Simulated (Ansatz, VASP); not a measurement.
One calculation of SiGe2, two programs

File INCAR:

```
PREC = Accurate ; ENCUT = 600
EDIFF = 1E-7 ; ISMEAR = 0
SIGMA = 0.02 ; LREAL = False
LASPH = True ; NELM = 100
ALGO = Normal ; ISIF = 3
LWAVE = False ; LCHARG = False
GGA = PE ; IBRION = 2
NSW = 100 ; EDIFFG = -0.01
```

The input KPOINTS:

```
Automatic mesh
0
Gamma
  12 12 4
```

Contents of POSCAR:

```
SiGe2
1.0
    4.0088815541      0.0000000000      0.0000000000
   -2.0044407770      3.4717932666      0.0000000000
    0.0000000000      0.0000000000      9.7469674848
Si Ge
2 4
Direct
    0.0000000000      0.0000000000      0.1209979179
    0.0000000000      0.0000000000      0.8790020821
    0.6666666667      0.3333333333      0.2017958706
    0.6666666667      0.3333333333      0.4569777796
    0.3333333333      0.6666666667      0.7982041294
    0.3333333333      0.6666666667      0.5430222204
```

Input for Ansatz:

```yaml
crystal:
  lattice:
    - [4.0088815541, 0.0, 0.0]
    - [-2.004440777, 3.4717932666, 0.0]
    - [0.0, 0.0, 9.7469674848]
  atoms:
    - { symbol: Si, position: [0.0, 0.0, 0.1209979179] }
    - { symbol: Si, position: [0.0, 0.0, 0.8790020821] }
    - { symbol: Ge, position: [0.6666666667, 0.3333333333, 0.2017958706] }
    - { symbol: Ge, position: [0.6666666667, 0.3333333333, 0.4569777796] }
    - { symbol: Ge, position: [0.3333333333, 0.6666666667, 0.7982041294] }
    - { symbol: Ge, position: [0.3333333333, 0.6666666667, 0.5430222204] }
basis:
  ecutwfc: 420
kpoints:
  mp_grid: { grid: [12, 12, 4] }
hamiltonian:
  xc: pbe
scf:
  occupations: { method: gaussian, width: 0.02 }
output:
  forces: true
  stress: true
  eigenvalues: true
  write_density: true
  write_potential: true
  elf: true
  volumetric_format: npy
relax:
  adjacent_minimum: "off"
  f_tol: 0.01
  max_steps: 80
  cell: { stress_tol: 0.05 }
```

Alike in both runs: task relaxation of cell and atoms; functional PBE; k mesh 12 × 12 × 4; occupations gaussian, width 0.02 eV; no spin polarisation.

|  | VASP | Ansatz |
| --- | --- | --- |
| version | VASP 6.6.1 | Ansatz 0.2.0 |
| potentials or method | VASP PAW PBE potentials, release 64 (Si, Ge_d), cutoff 600 eV | scalar-relativistic, plane waves, PAW |
| valence electrons in the cell | 64 | 64 |

VASP gave:

```
gap on the k mesh at the Fermi level, each at its own relaxed structure (eV) : 0.45
relaxed volume (Å³/atom)                                                     : 22.55
relaxed cell length with the largest relative difference (Å)                 : 3.996
```

Task: Estimate Ansatz's values.

Result: gap on the k mesh at the Fermi level, each at its own relaxed structure (eV): 0.44; relaxed volume (Å³/atom): 22.58; relaxed cell length with the largest relative difference (Å): 3.998.
